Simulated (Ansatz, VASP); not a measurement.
Two plane-wave programs on Hf3Pt

```xyz
8
Lattice="5.9886 0.0000 0.0000 -2.9943 5.1862 0.0000 0.0000 0.0000 5.1395" Properties=species:S:1:pos:R:3 pbc="T T T"
Pt    0.0000    3.4575    3.8546
Pt    2.9943    1.7287    1.2849
Hf    0.0000    1.7812    1.2849
Hf   -1.4517    4.2956    1.2849
Hf    1.4517    4.2956    1.2849
Hf    2.9943    3.4051    3.8546
Hf    4.4460    0.8906    3.8546
Hf    1.5425    0.8906    3.8546
```

Alike in both runs: task single point; functional PBE; k mesh 5 × 5 × 5; occupations fermi-dirac, width 0.05 eV; no spin polarisation.

|  | VASP | Ansatz |
| --- | --- | --- |
| version | VASP 6.6.1 | Ansatz 0.2.0 |
| potentials or method | VASP PAW PBE potentials, release 64 (Pt, Hf_pv) | Ansatz PAW |
| plane-wave cutoff (eV) | 520 | 420 |
| valence electrons in the cell | 80 | 192 |

Ansatz gave:

- gap on the k mesh at the Fermi level (eV): none
- pressure (GPa): 0.3
- traceless stress, the component that is largest in VASP (GPa): -0.15
- rms of the force components (eV/Å): 0.045

Problem. Estimate VASP's values.

Solution. gap on the k mesh at the Fermi level (eV): none; pressure (GPa): -0.5; traceless stress, the component that is largest in VASP (GPa): -0.09; rms of the force components (eV/Å): 0.036.

Atom by atom the forces differ by 0.010 eV/Å (rms over components). A gap of «none» marks a metal or a gap that the smearing closes. VASP's potentials hold 80 valence electrons a cell and Ansatz's 192, so a difference there can come from the potentials and not from the codes.

Spin-orbit coupling is off throughout.
